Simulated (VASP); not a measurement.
A run of VASP 6.6.1:

File POSCAR:

```
Ti
1.0
    2.9048067346      0.0000000000      0.0000000000
   -1.4524033673      2.5156364252      0.0000000000
    0.0000000000      0.0000000000      4.5900907460
Ti
2
Direct
    0.3333333333      0.6666666667      0.2500000000
    0.6666666667      0.3333333333      0.7500000000
```

Contents of INCAR.step1:

```
  PREC = Accurate
  ENCUT = 520
  ISMEAR = -1
  SIGMA = 0.1
  LREAL = False
  LASPH = True
  NELM = 100
  NBANDS = 19
  GGA = PE
  ALGO = Normal
  EDIFF = 1E-4
  LWAVE = True
  LCHARG = False
```

Contents of INCAR.step2:

```
  PREC = Accurate
  ENCUT = 520
  EDIFF = 1E-7
  ISMEAR = -1
  SIGMA = 0.1
  LREAL = False
  LASPH = True
  NELM = 100
  ALGO = Normal
  ISIF = 2
  LWAVE = False
  LCHARG = True
  METAGGA = R2SCAN
  LMIXTAU = True
  LELF = True
  LVHAR = True
  NBANDS = 19
  ISTART = 1
```

The input KPOINTS:

```
regular mesh
0
Gamma
  18 18 10
```

Potentials or basis: VASP PAW PBE potentials, release 64 (Ti_sv).

Launch:

```sh
$ cat potpaw_PBE.64/Ti_sv/POTCAR > POTCAR
$ cp INCAR.step1 INCAR
$ mpirun -np 1 vasp_std > vasp.out
$ cp INCAR.step2 INCAR
$ mpirun -np 1 vasp_std > vasp.out
```

Hardware: 1 thread of Intel(R) Xeon(R) 6975P-C (Granite Rapids), on a shared host.

Q: Estimate the wall time of this run.

A: Run time: 3.7 min on 1 thread of Intel(R) Xeon(R) 6975P-C (Granite Rapids), on a shared host, peak memory 0.25 GiB. Counts: k points 222.
